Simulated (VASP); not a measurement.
# BiTe (Fm-3m) in VASP: a series of runs

Aim: see how the results for BiTe move with the level of theory and the settings. Levels: RPBE, BLYP. Tasks: single point.

Everything below comes from runs of VASP 6.6.1. Logs are shortened: lines on timing, memory, paths and dates and some standing lists are left out, and cuts for length are marked.

## Step 1: The cell of the first run

The structure is cubic, space group Fm-3m (No. 225). The conventional cell has a = 6.574 Å, b = 6.574 Å, c = 6.574 Å, α = 90.00°, β = 90.00°, γ = 90.00°. Bi (site symmetry m-3m) has 6 Te at 3.29 Å within 4.3 Å. Within 4.3 Å of Te (site symmetry m-3m) lie 6 Bi at 3.29 Å.

## Step 2: Single point, RPBE

The input, INCAR:

```
SYSTEM = BiTe
PREC = Accurate
ENCUT = 520
EDIFF = 1E-6
ISMEAR = -1
SIGMA = 0.05
LREAL = .FALSE.
LASPH = .TRUE.
NELM = 80
ALGO = Normal
ISIF = 2
LWAVE = .FALSE.
LCHARG = .FALSE.
GGA = RP
NBANDS = 18
```

The input, KPOINTS:

```
Automatic mesh
0
G
  7 7 7
  0 0 0
```

The input, POSCAR:

```
BiTe
1.0
    0.0000000000      3.2868735416      3.2868735416
    3.2868735416      0.0000000000      3.2868735416
    3.2868735416      3.2868735416      0.0000000000
Bi Te
1 1
Direct
    0.0000000000      0.0000000000      0.0000000000
    0.5000000000      0.5000000000      0.5000000000
```

Potentials or basis: VASP PAW PBE potentials, release 64 (Bi_d, Te).

Command:

```
cat potpaw_PBE.64/Bi_d/POTCAR potpaw_PBE.64/Te/POTCAR > POTCAR
mpirun -np 1 vasp_std > vasp.out
```

OUTCAR:

```text
SYSTEM = BiTe
   PREC = Accurate
   ENCUT = 520
   EDIFF = 1E-6
   ISMEAR = -1
   LREAL = .FALSE.
   LASPH = .TRUE.
   NELM = 80
   ISIF = 2
   GGA = RP

 ion  position               nearest neighbor table
   1  0.000  0.000  0.000-   2 3.29   2 3.29   2 3.29   2 3.29   2 3.29   2 3.29
   2  0.500  0.500  0.500-   1 3.29   1 3.29   1 3.29   1 3.29   1 3.29   1 3.29

  LATTYP: Found a face centered cubic cell.
 ALAT       =     6.5737470832

  Lattice vectors:

 A1 = (   0.0000000000,   3.2868735416,   3.2868735416)
 A2 = (   3.2868735416,   0.0000000000,   3.2868735416)
 A3 = (   3.2868735416,   3.2868735416,   0.0000000000)

Analysis of symmetry for initial positions (statically):
=====================================================================
 Subroutine PRICEL returns:
 Original cell was already a primitive cell.

 Routine SETGRP: Setting up the symmetry group for a
 face centered cubic supercell.

 Subroutine GETGRP returns: Found 48 space group operations
 (whereof 48 operations were pure point group operations)
 out of a pool of 48 trial point group operations.

The static configuration has the point symmetry O_h .

Analysis of symmetry for dynamics (positions and initial velocities):
=====================================================================
 Subroutine PRICEL returns:
 Original cell was already a primitive cell.

 Routine SETGRP: Setting up the symmetry group for a
 face centered cubic supercell.

 Subroutine GETGRP returns: Found 48 space group operations
 (whereof 48 operations were pure point group operations)
 out of a pool of 48 trial point group operations.

The dynamic configuration has the point symmetry O_h .

 Subroutine INISYM returns: Found 48 space group operations
 (whereof 48 operations are pure point group operations),
 and found     1 'primitive' translations

----------------------------------------------------------------------------------------

                                     Primitive cell

  volume of cell :      71.0197

  direct lattice vectors                    reciprocal lattice vectors
     0.000000000  3.286873542  3.286873542    -0.152120242  0.152120242  0.152120242
     3.286873542  0.000000000  3.286873542     0.152120242 -0.152120242  0.152120242
     3.286873542  3.286873542  0.000000000     0.152120242  0.152120242 -0.152120242
[... 73 lines left out ...]
   ISPIN  =      1    spin polarized calculation?
   LNONCOLLINEAR =      F non collinear calculations
   LSORBIT =      F    spin-orbit coupling
   LASPH  =      T    aspherical Exc in radial PAW
   ENCUT  =  520.0 eV  38.22 Ry    6.18 a.u.   8.64  8.64  8.64*2*pi/ulx,y,z
   NELM   =     80;   NELMIN=  2; NELMDL= -5     # of ELM steps
   EDIFF  = 0.1E-05   stopping-criterion for ELM
   LREAL  =      F    real-space projection
   EDIFFG = 0.1E-04   stopping-criterion for IOM
   NSW    =      0    number of steps for IOM
   IBRION =     -1    ionic relax: 0-MD 1-quasi-New 2-CG
   NFREE  =      0    steps in history (QN), initial steepest desc. (CG)
   ISIF   =      2    stress and relaxation
   ISYM   =      2    0-nonsym 1-usesym 2-fastsym
   POTIM  = 0.5000    time-step for ionic-motion
   TEBEG  =    0.0;   TEEND  =   0.0 temperature during run
   PSTRESS=    0.0 pullay stress
   NELECT =      21.0000    total number of electrons
   NUPDOWN=      -1.0000    fix difference up-down
   EMIN   =  10.00;   EMAX   =-10.00  energy-range for DOS
   EFERMI =   0.00;   METHOD = LEGACY
   ISMEAR =    -1;   SIGMA  =   0.05  broadening in eV -4-tet -1-fermi 0-gaus
   EFERMI_NEDOS =   21; number of points for ismear=-14 and -15
   IALGO  =     38    algorithm
   IMIX   =      4    mixing-type and parameters
     AMIX     =   0.40;   BMIX     =  1.00
     AMIX_MAG =   1.60;   BMIX_MAG =  1.00
  volume/ion in A,a.u.               =      35.51       239.63
  Fermi-wavevector in a.u.,A,eV,Ry     =   1.090657  2.061043 16.184581  1.189533
  Thomas-Fermi vector in A             =   2.226886
   LORBIT       =      0    0 simple, 1 ext, 2 COOP (PROOUT), +10 PAW based schemes
   GGA     = RP    functional components
   LHFCALC =     F    Hartree Fock is set to
   AEXX    =    0.0000 exact exchange contribution
   IVDW    =     0    specifies the selected vdW correction
   LEPSILON=     F    determine dielectric tensor
   LRPA    =     F    only Hartree local field effects (RPA)
 non-spin polarized calculation
  energy-cutoff  :      520.00
  volume of cell :       71.02
 maximum number of plane-waves:      1923
   NGX = 17   NGY = 17   NGZ = 17

 number of electron      20.9999996 magnetization

 Free energy of the ion-electron system (eV)
  ---------------------------------------------------
  ext. energy  EPLUGINS =         0.00000000
  ---------------------------------------------------
  free energy    TOTEN  =        -6.42927783 eV

  energy without entropy =       -6.40908505  energy(sigma->0) =       -6.41918144

 E-fermi :   6.2385     XC(G=0):  -9.1070

 val. band max:        6.2177351140   @ k =  -0.4286   0.1429   0.0000
 cond. band min:       6.2572042878   @ k =  -0.4286   0.1429   0.0000
 fundamental gap:      0.0394691739
 Fermi energy:         6.2385328876

 k-point     1 :       0.0000    0.0000    0.0000
  band No.  band energies     occupation
      1     -17.0105      2.00000
      2     -17.0105      2.00000
      3     -17.0105      2.00000
      4     -17.0075      2.00000
      5     -17.0075      2.00000
      6      -6.9909      2.00000
[... 397 lines left out ...]
      5     -17.0028      2.00000
      6      -4.9027      2.00000
[... 10 lines left out ...]
     17      15.3878      0.00000
     18      16.1775      0.00000

------------------------ aborting loop because EDIFF is reached ----------------------------------------

  FORCE on cell =-STRESS in cart. coord.  units (eV):
  Direction    XX          YY          ZZ          XY          YZ          ZX
  --------------------------------------------------------------------------------------
  -------------------------------------------------------------------------------------
  Total       -0.0392376     -0.0392376     -0.0392376      0.0000000     -0.0000000      0.0000000
  in kB       -0.8851859     -0.8851859     -0.8851859      0.0000000     -0.0000000      0.0000000
  external PRESSURE =      -0.8851859 kB  Pullay stress =       0.0000000 kB

 VOLUME and BASIS-vectors are now :
 -----------------------------------------------------------------------------
  energy-cutoff  :      520.00
  volume of cell :       71.02
      direct lattice vectors                 reciprocal lattice vectors
     0.000000000  3.286873542  3.286873542    -0.152120242  0.152120242  0.152120242
     3.286873542  0.000000000  3.286873542     0.152120242 -0.152120242  0.152120242
     3.286873542  3.286873542  0.000000000     0.152120242  0.152120242 -0.152120242

 POSITION                                       TOTAL-FORCE (eV/Angst)
 -----------------------------------------------------------------------------------
      0.00000      0.00000      0.00000         0.000000      0.000000      0.000000
      3.28687      3.28687      3.28687         0.000000      0.000000      0.000000
 -----------------------------------------------------------------------------------
    total drift:                               -0.000000      0.000000      0.000000

  FREE ENERGIE OF THE ION-ELECTRON SYSTEM (eV)
  ---------------------------------------------------
  free  energy   TOTEN  =        -6.4292778256 eV

  energy  without entropy=       -6.4090850511  energy(sigma->0) =       -6.41918144
```

It took 13 s on 1 thread of Intel Xeon Platinum 8488C (Sapphire Rapids), shared host; peak memory 0.21 GiB.

What came out:

- Free energy: -6.4293 eV
- Pressure: -0.1 GPa

Levels at points of the mesh, in eV from the Fermi level:
| k point | band 6 | band 7 | band 8 | band 9 | band 10 | band 11 | band 12 | band 13 | band 14 | band 15 |
| --- | --- | --- | --- | --- | --- | --- | --- | --- | --- | --- |
| (0.00, 0.00, 0.00) | -13.23 | -8.31 | -2.47 | -2.47 | -2.47 | 2.03 | 2.03 | 2.03 | 4.72 | 4.72 |

Caveat: the PAW data sets were made with another functional, which shifts forces and pressure a little; spin-orbit coupling is left out, which moves the levels of the heavy elements.

## Step 3: Single point, BLYP

This run uses another cell than the first one, of 37.25 Å³/atom, 1.049 times its volume.

The input, INCAR:

```
PREC     = Accurate       # precision mode
ENCUT    = 520            # plane-wave cutoff, eV
EDIFF    = 1E-6           # SCF threshold, eV
ISMEAR   = -1             # smearing method
SIGMA    = 0.05           # smearing width, eV
LREAL    = False          # projectors in reciprocal space
LASPH    = True           # aspherical terms in the spheres
NELM     = 80             # most SCF steps
ALGO     = Normal         # electronic algorithm
ISIF     = 2              # what is computed and relaxed
LWAVE    = False          # write WAVECAR
LCHARG   = False          # write CHGCAR
GGA      = B5             # functional
ALDAX    = 1.0          
AGGAX    = 1.0          
AGGAC    = 1.0          
ALDAC    = 0.0          
NBANDS   = 18             # bands
```

The input, KPOINTS:

```
Automatic mesh
0
Gamma
  7 7 7
```

The input, POSCAR:

```
BiTe
1.0
    0.0000000000      3.3398190966      3.3398190966
    3.3398190966      0.0000000000      3.3398190966
    3.3398190966      3.3398190966      0.0000000000
Bi Te
1 1
Direct
    0.0000000000      0.0000000000      0.0000000000
    0.5000000000      0.5000000000      0.5000000000
```

Potentials or basis: VASP PAW PBE potentials, release 64 (Bi_d, Te).

Command:

```
cat potpaw_PBE.64/Bi_d/POTCAR potpaw_PBE.64/Te/POTCAR > POTCAR
mpirun -np 1 vasp_std > vasp.out
```

OUTCAR:

```text
PREC = Accurate
   ENCUT = 520
   EDIFF = 1E-6
   ISMEAR = -1
   LREAL = False
   LASPH = True
   NELM = 80
   ISIF = 2
   GGA = B5

 ion  position               nearest neighbor table
   1  0.000  0.000  0.000-   2 3.34   2 3.34   2 3.34   2 3.34   2 3.34   2 3.34
   2  0.500  0.500  0.500-   1 3.34   1 3.34   1 3.34   1 3.34   1 3.34   1 3.34

  LATTYP: Found a face centered cubic cell.
 ALAT       =     6.6796381932

  Lattice vectors:

 A1 = (   0.0000000000,   3.3398190966,   3.3398190966)
 A2 = (   3.3398190966,   0.0000000000,   3.3398190966)
 A3 = (   3.3398190966,   3.3398190966,   0.0000000000)

Analysis of symmetry for initial positions (statically):
=====================================================================
 Subroutine PRICEL returns:
 Original cell was already a primitive cell.

 Routine SETGRP: Setting up the symmetry group for a
 face centered cubic supercell.

 Subroutine GETGRP returns: Found 48 space group operations
 (whereof 48 operations were pure point group operations)
 out of a pool of 48 trial point group operations.
[... 153 lines left out ...]
  free energy    TOTEN  =        -5.90430774 eV

  energy without entropy =       -5.88521226  energy(sigma->0) =       -5.89476000

 E-fermi :   5.9998     XC(G=0):  -8.3951

 val. band max:        5.9801197981   @ k =  -0.4286   0.1429   0.0000
 cond. band min:       6.0368253085   @ k =  -0.4286   0.1429   0.0000
 fundamental gap:      0.0567055104
 Fermi energy:         5.9998077539

 k-point     1 :       0.0000    0.0000    0.0000
  band No.  band energies     occupation
      1     -17.0534      2.00000
      2     -17.0534      2.00000
      3     -17.0503      2.00000
      4     -17.0503      2.00000
      5     -17.0503      2.00000
      6      -6.9292      2.00000
[... 397 lines left out ...]
      5     -17.0441      2.00000
      6      -5.0234      2.00000
[... 10 lines left out ...]
     17      15.3019      0.00000
     18      15.8679      0.00000

------------------------ aborting loop because EDIFF is reached ----------------------------------------

  FORCE on cell =-STRESS in cart. coord.  units (eV):
  Direction    XX          YY          ZZ          XY          YZ          ZX
  --------------------------------------------------------------------------------------
  -------------------------------------------------------------------------------------
  Total        0.0443244      0.0443244      0.0443244      0.0000000      0.0000000      0.0000000
  in kB        0.9531359      0.9531359      0.9531359      0.0000000      0.0000000      0.0000000
  external PRESSURE =       0.9531359 kB  Pullay stress =       0.0000000 kB

 VOLUME and BASIS-vectors are now :
 -----------------------------------------------------------------------------
  energy-cutoff  :      520.00
  volume of cell :       74.51
      direct lattice vectors                 reciprocal lattice vectors
     0.000000000  3.339819097  3.339819097    -0.149708707  0.149708707  0.149708707
     3.339819097  0.000000000  3.339819097     0.149708707 -0.149708707  0.149708707
     3.339819097  3.339819097  0.000000000     0.149708707  0.149708707 -0.149708707

 POSITION                                       TOTAL-FORCE (eV/Angst)
 -----------------------------------------------------------------------------------
      0.00000      0.00000      0.00000         0.000000      0.000000      0.000000
      3.33982      3.33982      3.33982         0.000000      0.000000     -0.000000
 -----------------------------------------------------------------------------------
    total drift:                               -0.000000      0.000000      0.000000

  FREE ENERGIE OF THE ION-ELECTRON SYSTEM (eV)
  ---------------------------------------------------
  free  energy   TOTEN  =        -5.9043077393 eV

  energy  without entropy=       -5.8852122557  energy(sigma->0) =       -5.89476000
```

stdout:

```text
POSCAR found type information on POSCAR BiTe
 POSCAR found :  2 types and       2 ions
 scaLAPACK will be used
 -----------------------------------------------------------------------------
|                                                                             |
|                                                                             |
|     You enforced a specific xc type in the INCAR file but a different       |
|     I HOPE YOU KNOW WHAT YOU ARE DOING!                                     |
|                                                                             |
 -----------------------------------------------------------------------------

 LDA part: xc-table for (Slater(with rela. corr.)+VWN5), standard interpolation
 POSCAR, INCAR and KPOINTS ok, starting setup
 FFT: planning ... GRIDC
 FFT: planning ... GRID_SOFT
 FFT: planning ... GRID
 WAVECAR not read
 entering main loop
```

Run time: 22 s. Hardware: 1 thread of Intel Xeon Platinum 8488C (Sapphire Rapids), shared host; peak memory 0.2 GiB.

Results:

| Property | Result |
| --- | --- |
| Free energy | -5.9043 eV |
| Pressure | 0.1 GPa |

Levels at points of the mesh, in eV from the Fermi level:
| k point | band 7 | band 8 | band 9 | band 10 | band 11 | band 12 | band 13 | band 14 |
| --- | --- | --- | --- | --- | --- | --- | --- | --- |
| (0.00, 0.00, 0.00) | -8.55 | -2.32 | -2.32 | -2.32 | 1.88 | 1.88 | 1.88 | 5.02 |

Caveat: the PAW data sets were made with another functional, which shifts forces and pressure a little; spin-orbit coupling is left out, which moves the levels of the heavy elements.
